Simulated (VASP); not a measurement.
Wanted: the native input for a VASP 6.6.1 run.

* Task: single point
* Functional: PBE
* Potentials or basis: VASP PAW PBE potentials, release 64 (Hf_pv, C)
* Cutoff: 520 eV
* k mesh: 12 × 12 × 10
* Occupations: gaussian, width 0.1 eV
* Spin: no spin polarisation
* Dipole correction: no
* Further INCAR settings: ALGO = Normal; EDIFF = 1e-06; NBANDS = 22

The structure of HfC lies in POSCAR:

```
HfC
1.0
    3.8537308418      0.0000000000      0.0000000000
   -1.9268654209      3.3374288083      0.0000000000
    0.0000000000      0.0000000000      4.6365882987
Hf C
2 2
Direct
    0.3333333333      0.6666666667      0.4376151662
    0.6666666667      0.3333333333      0.9376151662
    0.3333333333      0.6666666667      0.9373848338
    0.6666666667      0.3333333333      0.4373848338
```

The input as run:

INCAR

```
ALGO = Normal ; EDIFF = 1E-6
ENCUT = 520 ; GGA = PE
ISIF = 2 ; ISMEAR = 0
LASPH = T ; LCHARG = F
LREAL = F ; LWAVE = F
NBANDS = 22 ; NELM = 60
PREC = Accurate ; SIGMA = 0.1
```

KPOINTS

```
k-points
0
Gamma
  12 12 10
```

Potentials or basis: VASP PAW PBE potentials, release 64 (Hf_pv, C).

Launch:

```sh
$ cat potpaw_PBE.64/Hf_pv/POTCAR potpaw_PBE.64/C/POTCAR > POTCAR
$ mpirun -np 1 vasp_std > vasp.out
```

It gave:

* Pressure: -0.5 GPa
* Band gap on the k mesh: zero (bands 14 and 15 overlap by 1.47 eV)

Caveat: spin-orbit coupling is left out, which moves the levels of the heavy elements.

It took 3.2 min on 1 thread of Intel Xeon 8259CL, on a shared host, peak memory 0.27 GiB.
